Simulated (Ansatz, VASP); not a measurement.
# La4LuF3: VASP beside Ansatz

```xyz
8
Lattice="5.9983 0.0000 0.0000 -2.9991 5.1947 0.0000 0.0000 0.0000 7.5005" Properties=species:S:1:pos:R:3 pbc="T T T"
La    0.0000    3.4631    5.6814
La    2.9991    1.7316    5.6814
La    2.9991    1.7316    1.8192
La    0.0000    3.4631    1.8192
Lu    0.0000    0.0000    0.0000
F     2.9991    0.0000    3.7503
F    -1.4996    2.5973    3.7503
F     1.4996    2.5973    3.7503
```

Alike in both runs: functional PBE; k mesh 4 × 4 × 2; occupations gaussian, width 0.2 eV; no spin polarisation.

Ansatz relaxed the structure, and its values are those at the end. VASP's run is a single point on that final structure, the one shown.

|  | VASP | Ansatz |
| --- | --- | --- |
| version | VASP 6.6.1 | Ansatz 0.2.0 |
| potentials or method | VASP PAW PBE potentials, release 64 (La, Lu, F), cutoff 520 eV | scalar-relativistic, plane waves, PAW |
| valence electrons in the cell | 90 | 90 |

VASP gave:

| Property | Result |
| --- | --- |
| gap on the k mesh at the Fermi level (eV) | none |
| pressure (GPa) | -0.3 |
| rms of the force components (eV/Å) | 0.024 |

Problem. Which values does Ansatz return?

Solution. gap on the k mesh at the Fermi level (eV): none; pressure (GPa): -0.2; rms of the force components (eV/Å): 0.029.

A gap of «none» marks a metal or a gap that the smearing closes. With one functional, cell and mesh, what is left measures potentials, basis and numerics.

The k mesh is coarse, so the values compare programs but aren't converged. Neither program's run includes spin-orbit coupling.
